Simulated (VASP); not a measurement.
The system is Ag3Au.

```
Au Ag
1.0
     4.08500    0.00000    0.00000
     0.00000    4.08500    0.00000
     0.00000    0.00000    4.08500
Au Ag
1 3
Direct
  0.00000 0.00000 0.00000
  0.00000 0.50000 0.50000
  0.50000 0.00000 0.50000
  0.50000 0.50000 0.00000
```

| Quantity | Value |
| --- | --- |
| Program | VASP 6.6.1 |
| Task | relaxation of cell and atoms |
| Functional | LDA |
| Potentials or basis | VASP PAW LDA potentials, release 64 (Au, Ag) |
| Cutoff | 600 eV |
| k mesh | 6 × 6 × 6 |
| Occupations | methfessel-paxton, width 0.1 eV |
| Spin | no spin polarisation |

At the start: pressure -7.0 GPa; volume 17.04 Å³/atom.

Question: Where does the relaxation end?

Answer: Over 3 steps the energy falls by 20.8 meV/atom and the volume is 16.16 Å³/atom (-5.2 %); space group Pm-3m (No. 221, to 0.05 Å).

The path:
```csv
step,energy change (eV),largest force (eV/Å),pressure (GPa),volume (Å³)
1,0.0000,0.0000,-7.05,68.17
2,0.0233,0.0000,10.19,61.04
3,-0.0833,0.0000,-0.09,64.64
```

Final structure:
```
CELL_PARAMETERS angstrom
4.01333 0.00000 0.00000
0.00000 4.01333 0.00000
0.00000 0.00000 4.01333
ATOMIC_POSITIONS crystal
Au 0.00000 0.00000 0.00000
Ag 0.00000 0.50000 0.50000
Ag 0.50000 0.00000 0.50000
Ag 0.50000 0.50000 0.00000
```
